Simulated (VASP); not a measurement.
# TiSi16 (a cell with a defect) in VASP: a series of runs, part 2 of 3

VASP 6.6.1. Earlier steps stand in the parts before.

## (3) Single point, PBE

File INCAR:

```
SYSTEM = TiSi16
  ALGO = Normal
  EDIFF = 1E-7
  ENCUT = 520
  GGA = PE
  ISIF = 2
  ISMEAR = -1
  LASPH = .True.
  LCHARG = .False.
  LREAL = Auto
  LWAVE = .False.
  NBANDS = 52
  NELM = 100
  PREC = Accurate
  SIGMA = 0.02
```

File KPOINTS:

```
k-points
0
Gamma
  2 2 2
  0 0 0
```

File POSCAR:

```
TiSi16
1.0
    0.0000000000      5.4300000000      5.4300000000
    5.4300000000      0.0000000000      5.4300000000
    5.4300000000      5.4300000000      0.0000000000
Si Ti
16 1
Direct
    0.0387200737     -0.0076703499     -0.0183701657
    0.1340239411      0.0980570902      0.1377071823
    0.0111970534     -0.0247697974      0.5316390424
    0.1405893186      0.1501104972      0.5929281768
   -0.0166390424      0.4739134438      0.0528268877
    0.0991436464      0.6398250460      0.1383701657
   -0.0273664825      0.5449171271      0.5098526703
    0.1081583794      0.5853591160      0.6716390424
    0.5078729282     -0.0319981584      0.0251841621
    0.6422559853      0.1064917127      0.1368416206
    0.5168416206      0.0065469613      0.4954604052
    0.6450460405      0.1107182320      0.6403499079
    0.4782504604      0.5073296501      0.0244014733
    0.6149723757      0.5942909761      0.1744014733
    0.4663443831      0.5226427256      0.5253130755
    0.5869429098      0.6569797422      0.6691160221
    0.7565837937      0.2729742173      0.7621639042
```

Potentials or basis: VASP PAW PBE potentials, release 64 (Si, Ti_sv).

The run is started by

```console
$ cat potpaw_PBE.64/Si/POTCAR potpaw_PBE.64/Ti_sv/POTCAR > POTCAR
$ mpirun -np 1 vasp_std > vasp.out
```

OUTCAR:

```text
SYSTEM = TiSi16
   EDIFF = 1E-7
   ENCUT = 520
   GGA = PE
   ISIF = 2
   ISMEAR = -1
   LASPH = .True.
   LREAL = Auto
   NELM = 100
   PREC = Accurate

 ion  position               nearest neighbor table
   1  0.039  0.992  0.982-   6 2.24   2 2.25   4 2.45  10 2.49  17 2.74
   2  0.134  0.098  0.138-   1 2.25   9 2.35   5 2.37   3 2.47
   3  0.011  0.975  0.532-  12 2.30   4 2.33   8 2.45   2 2.47  17 2.88
   4  0.141  0.150  0.593-   3 2.33  11 2.37  17 2.43   1 2.45   7 2.50
   5  0.983  0.474  0.053-  14 2.31   6 2.32   2 2.37   8 2.39
   6  0.099  0.640  0.138-   1 2.24   5 2.32   7 2.34  13 2.38
   7  0.973  0.545  0.510-   8 2.17   6 2.34  16 2.43   4 2.50  17 2.66
   8  0.108  0.585  0.672-   7 2.17  15 2.28   5 2.39   3 2.45
   9  0.508  0.968  0.025-   2 2.35  14 2.35  10 2.41  12 2.42  17 3.02
  10  0.642  0.106  0.137-  11 2.25  17 2.37   9 2.41   1 2.49  13 2.52
  11  0.517  0.007  0.495-  16 2.23  10 2.25   4 2.37  12 2.37
  12  0.645  0.111  0.640-   3 2.30  11 2.37   9 2.42  17 2.49  15 2.60
  13  0.478  0.507  0.024-  16 2.24  14 2.36   6 2.38  10 2.52  17 2.71
  14  0.615  0.594  0.174-  15 2.22   5 2.31   9 2.35  13 2.36
  15  0.466  0.523  0.525-  14 2.22   8 2.28  16 2.50  12 2.60  17 2.87
[... 209 lines left out ...]
      1     -49.8846      2.00000
      2     -26.2685      2.00000
      3     -26.2434      2.00000
      4     -26.2317      2.00000
      5      -5.7075      2.00000
      6      -3.4667      2.00000
[... 413 lines left out ...]
     49       9.7962      0.00000
     50      10.3544      0.00000
 [bands above 50 left out]

------------------------ aborting loop because EDIFF is reached ----------------------------------------

  FORCE on cell =-STRESS in cart. coord.  units (eV):
  Direction    XX          YY          ZZ          XY          YZ          ZX
  --------------------------------------------------------------------------------------
  -------------------------------------------------------------------------------------
  Total        7.5496745      9.9761235      8.7933513      2.0647323      0.0095246     -0.4157555
  in kB       37.7754223     49.9163606     43.9982621     10.3310592      0.0476573     -2.0802671
  external PRESSURE =      43.8966817 kB  Pullay stress =       0.0000000 kB

 VOLUME and BASIS-vectors are now :
 -----------------------------------------------------------------------------
  energy-cutoff  :      520.00
  volume of cell :      320.21
      direct lattice vectors                 reciprocal lattice vectors
     0.000000000  5.430000000  5.430000000    -0.092081031  0.092081031  0.092081031
     5.430000000  0.000000000  5.430000000     0.092081031 -0.092081031  0.092081031
     5.430000000  5.430000000  0.000000000     0.092081031  0.092081031 -0.092081031

 POSITION                                       TOTAL-FORCE (eV/Angst)
 -----------------------------------------------------------------------------------
     10.71860      5.54050      5.59860         0.200196     -1.302452      0.046659
      1.28020      1.47550      1.26020         1.352957      1.089409      0.255037
      8.18230      2.94760      5.35630        -1.309319     -0.026662      0.142350
      4.03470      3.98300      1.57850        -0.070483      0.722212      0.398482
      2.86020      5.62650      7.91300        -0.905774     -0.110431      0.078849
      4.22560      1.28970      4.01260        -0.679860      0.787898     -0.279294
[... 9 lines left out ...]
      7.20070      6.82040      6.75450        -0.854821     -0.705235      0.117251
      5.62080      8.24680      5.59050        -1.010133     -0.653736     -0.764601
 -----------------------------------------------------------------------------------
    total drift:                               -0.004522     -0.008220      0.007267

  FREE ENERGIE OF THE ION-ELECTRON SYSTEM (eV)
  ---------------------------------------------------
  free  energy   TOTEN  =       -90.9840503620 eV

  energy  without entropy=      -90.9697775540  energy(sigma->0) =      -90.97691396
```

Wall time 2.7 min (1 thread of Intel Xeon 6975P-C (Granite Rapids), shared host); peak memory 0.5 GiB.

Results:

* Free energy: -90.9841 eV
* Pressure: 4.4 GPa
* Largest force: 2.540 eV/Å
* Band gap on the k mesh: zero (bands 38 and 39 overlap by 0.41 eV)

Forces in eV/Å, atoms in the order of the input:
```
Si   0.200 -1.302  0.047
Si   1.353  1.089  0.255
Si  -1.309 -0.027  0.142
Si  -0.070  0.722  0.398
Si  -0.906 -0.110  0.079
Si  -0.680  0.788 -0.279
Si  -1.065 -0.954 -1.131
Si   2.201  0.753  1.020
Si   0.008 -0.170  0.538
Si   0.068  0.003  0.061
Si   1.366 -0.259  0.572
Si   0.477 -0.939 -0.673
Si   0.531  0.837 -0.787
Si  -0.618 -1.136  0.773
Si   0.309  2.063 -0.367
Si  -0.855 -0.705  0.117
Ti  -1.010 -0.654 -0.765
```

Caveat: the k points lie up to 0.50 Å⁻¹ apart.

## (4) Single point, PBE

File INCAR:

```
SYSTEM = TiSi16
PREC = Accurate ; ENCUT = 520
EDIFF = 1E-6 ; ISMEAR = -1
SIGMA = 0.02 ; LREAL = Auto
LASPH = .True. ; NELM = 80
ALGO = Normal ; ISIF = 2
LWAVE = .False. ; LCHARG = .True.
GGA = PE ; LELF = .True.
LVHAR = .True. ; NBANDS = 52
```

File KPOINTS:

```
Automatic mesh
0
Gamma
  2 2 2
  0 0 0
```

File POSCAR:

```
TiSi16
1.0
    0.0000000000      5.4300000000      5.4300000000
    5.4300000000      0.0000000000      5.4300000000
    5.4300000000      5.4300000000      0.0000000000
Si Ti
16 1
Direct
    0.0253130755     -0.0191988950      0.0024217311
    0.1654235727      0.1112983425      0.1141896869
    0.0256998158     -0.0277624309      0.5098250460
    0.1405985267      0.1315377532      0.6332504604
   -0.0054419890      0.4780018416      0.0190331492
    0.1522744015      0.5969152855      0.1287384899
   -0.0196040516      0.5363443831      0.5212983425
    0.1244106814      0.6213720074      0.6631215470
    0.5351473297     -0.0152394107      0.0408379374
    0.6604327808      0.1451657459      0.1366574586
    0.5162338858      0.0306537753      0.4956813996
    0.6370257827      0.1073756906      0.6543001842
    0.5089226519      0.5377992634     -0.0254051565
    0.6390423573      0.6105709024      0.1278268877
    0.5067771639      0.5026703499      0.5096869245
    0.6043093923      0.6842541436      0.5958195212
    0.7589594843      0.2704696133      0.7496961326
```

The run is started by

```console
$ cat potpaw_PBE.64/Si/POTCAR potpaw_PBE.64/Ti_sv/POTCAR > POTCAR
$ mpirun -np 1 vasp_std > vasp.out
```

Run time: 2.8 min. Hardware: 1 thread of Intel Xeon 6975P-C (Granite Rapids), shared host; peak memory 0.5 GiB.

It converged, with:

| Quantity | Value |
| --- | --- |
| Free energy | -91.0651 eV |
| Pressure | 3.9 GPa |
| Largest force | 2.300 eV/Å |
| Band gap on the k mesh | zero (bands 38 and 39 overlap by 0.25 eV) |

Forces in eV/Å, atoms in the order of the input:
```
Si  -0.171  1.056  0.143
Si   0.296  0.388 -1.157
Si   1.157 -1.203  1.582
Si  -0.905 -0.277  0.569
Si   0.110  1.706  0.833
Si   1.427 -0.796 -1.009
Si  -1.385  0.001  0.499
Si  -1.491  0.171  0.049
Si  -0.286 -0.413 -0.170
Si  -0.095 -0.548 -0.082
Si   1.360 -1.006  0.086
Si  -0.131  0.335  0.281
Si  -0.704 -0.109 -0.300
Si   1.611  0.046  0.020
Si  -0.108 -0.529 -0.419
Si  -0.843  1.044 -0.864
Ti   0.160  0.136 -0.062
```

Stress tensor (GPa, compression positive):
```
 3.87 -0.89  0.09
-0.89  3.33  0.34
 0.09  0.34  4.55
```

Levels at points of the mesh, in eV from the Fermi level:
| k point | band 36 | band 37 | band 38 | band 39 | band 40 | band 41 |
| --- | --- | --- | --- | --- | --- | --- |
| (0.00, 0.00, 0.00) | -0.76 | -0.53 | -0.42 | -0.23 | -0.06 | 0.00 |
| (0.50, 0.00, 0.00) | -0.90 | -0.27 | -0.16 | 0.17 | 0.48 | 0.56 |
| (0.00, 0.50, 0.00) | -1.12 | -0.01 | 0.02 | 0.10 | 0.46 | 0.62 |
| (0.00, 0.00, 0.50) | -1.09 | -0.28 | -0.22 | 0.15 | 0.40 | 0.62 |
| (0.50, 0.50, 0.50) | -1.08 | -0.29 | -0.20 | 0.20 | 0.39 | 0.48 |
| (0.50, 0.50, 0.00) | -1.57 | -0.62 | 0.00 | 0.56 | 0.86 | 1.13 |
| (0.00, 0.50, 0.50) | -1.62 | -0.55 | 0.02 | 0.51 | 0.83 | 1.09 |
| (0.50, 0.00, 0.50) | -1.57 | -0.60 | -0.11 | 0.46 | 0.78 | 1.24 |

Caveat: the k points lie up to 0.50 Å⁻¹ apart.

(Continued in part 3 of 3.)
